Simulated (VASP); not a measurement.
A run of VASP 6.6.1 is set up as follows.

File INCAR:

```
  PREC = Accurate
  ENCUT = 1300
  EDIFF = 1E-7
  ISMEAR = 0
  SIGMA = 0.1
  LREAL = False
  LASPH = True
  NELM = 120
  ALGO = Normal
  ISIF = 3
  LWAVE = False
  LCHARG = False
  GGA = PE
  IBRION = 2
  NSW = 90
  EDIFFG = -0.04
  GGA_COMPAT = False
  NELMIN = 4
```

KPOINTS

```
regular mesh
0
Gamma
  6 6 4
```

POSCAR

```
Si2C
1.0
    4.0300012150      0.0000000000      0.0000000000
   -2.0150006075      3.4900834295      0.0000000000
    0.0000000000      0.0000000000      7.3733879523
Si C
4 2
Direct
    0.3333333333      0.6666666667      0.7415519416
    0.3333333333      0.6666666667      0.2584480584
    0.6666666667      0.3333333333      0.7415519416
    0.6666666667      0.3333333333      0.2584480584
    0.3333333333      0.6666666667      0.0000000000
    0.6666666667      0.3333333333      0.0000000000
```

Potentials or basis: VASP PAW PBE potentials, release 64 (Si, C_h).

Launch:

```console
$ cat potpaw_PBE.64/Si/POTCAR potpaw_PBE.64/C_h/POTCAR > POTCAR
$ mpirun -np 1 vasp_std > vasp.out
```

(1) Predict the space group after relaxing (to 0.1 Å).

(2) Predict the relaxed cell.

(3) Estimate the band gap on the k mesh.

(4) Predict the relaxed volume.

## Answers

(1) P6/mmm (No. 191).

(2) a = 4.052 Å, b = 4.052 Å, c = 7.320 Å, α = 90.00°, β = 90.00°, γ = 120.00°.

(3) zero (bands 12 and 13 overlap by 0.42 eV).

(4) 17.34 Å³/atom.

Caveat: semilocal functionals underestimate gaps, and a narrow one can read as zero.
